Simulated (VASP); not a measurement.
A run of VASP 6.6.1:

File INCAR:

```
SYSTEM = MoS2
  PREC = Accurate
  ENCUT = 600
  EDIFF = 1E-7
  ISMEAR = 0
  SIGMA = 0.02
  LREAL = .False.
  LASPH = .True.
  NELM = 60
  ALGO = Normal
  ISIF = 3
  LWAVE = .False.
  LCHARG = .False.
  GGA = PS
  IBRION = 2
  NSW = 70
  EDIFFG = -0.008
  PSTRESS = 120.0
```

File KPOINTS:

```
regular mesh
0
Gamma
  12 12 4
  0 0 0
```

File POSCAR:

```
MoS2
1.0
    3.0277796941      0.0000000000      0.0000000000
   -1.5138898470      2.6221341321      0.0000000000
    0.0000000000      0.0000000000     11.4365103995
Mo S
2 4
Direct
    0.6666666667      0.3333333333      0.2500000000
    0.3333333333      0.6666666667      0.7500000000
    0.6666666667      0.3333333333      0.6169308811
    0.3333333333      0.6666666667      0.3830691189
    0.6666666667      0.3333333333      0.8830691189
    0.3333333333      0.6666666667      0.1169308811
```

Potentials or basis: VASP PAW PBE potentials, release 64 (Mo_sv, S).

Run with:

```sh
$ cat potpaw_PBE.64/Mo_sv/POTCAR potpaw_PBE.64/S/POTCAR > POTCAR
$ mpirun -np 1 vasp_std > vasp.out
```

Hardware: 1 thread of AMD EPYC 9R14 (Zen 4), on a shared host.

How long does it take, and how much memory?

Run time: 17 min on 1 thread of AMD EPYC 9R14 (Zen 4), on a shared host, peak memory 0.3 GiB. Counts: scf iterations 118, k points 57, ion steps 11.
